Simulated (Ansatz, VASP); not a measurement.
Two plane-wave programs on ZrO2

INCAR

```
ALGO = Normal
EDIFF = 1E-6
ENCUT = 600
GGA = PE
GGA_COMPAT = F
ISIF = 2
ISMEAR = 0
LASPH = T
LCHARG = F
LREAL = F
LWAVE = F
NBANDS = 19
NELM = 120
PREC = Accurate
SIGMA = 0.02
```

The input KPOINTS:

```
k-points
0
Gamma
  8 8 8
```

POSCAR

```
ZrO2
1.0
    0.0000000000      2.5056815457      2.5056815457
    2.5056815457      0.0000000000      2.5056815457
    2.5056815457      2.5056815457      0.0000000000
Zr O
1 2
Direct
    0.0000000000      0.0000000000      0.0000000000
    0.2500000000      0.2500000000      0.2500000000
    0.7500000000      0.7500000000      0.7500000000
```

Input for Ansatz:

```yaml
crystal:
  lattice:
    - [0.0, 2.5056815457, 2.5056815457]
    - [2.5056815457, 0.0, 2.5056815457]
    - [2.5056815457, 2.5056815457, 0.0]
  atoms:
    - { symbol: Zr, position: [0.0, 0.0, 0.0] }
    - { symbol: O, position: [0.25, 0.25, 0.25] }
    - { symbol: O, position: [0.75, 0.75, 0.75] }
basis:
  ecutwfc: 420
kpoints:
  mp_grid: { grid: [8, 8, 8] }
hamiltonian:
  xc: pbe
scf:
  occupations: { method: gaussian, width: 0.02 }
output:
  forces: true
  stress: true
  eigenvalues: true
```

Alike in both runs: task single point; functional PBE; k mesh 8 × 8 × 8; occupations gaussian, width 0.02 eV; no spin polarisation.

```csv
,VASP,Ansatz
version,VASP 6.6.1,Ansatz 0.2.0
potentials or method,"VASP PAW PBE potentials, release 64 (Zr_sv, O), cutoff 600 eV","scalar-relativistic, plane waves, PAW"
valence electrons in the cell,24,24
```

Ansatz gave:

| Property | Result |
| --- | --- |
| gap on the k mesh at the Fermi level (eV) | 3.49 |
| least direct gap on the mesh (eV) | 3.97 |
| pressure (GPa) | 16.7 |

Question: What did VASP give for the same quantities?

Answer: gap on the k mesh at the Fermi level (eV): 3.48; least direct gap on the mesh (eV): 3.97; pressure (GPa): 16.8.
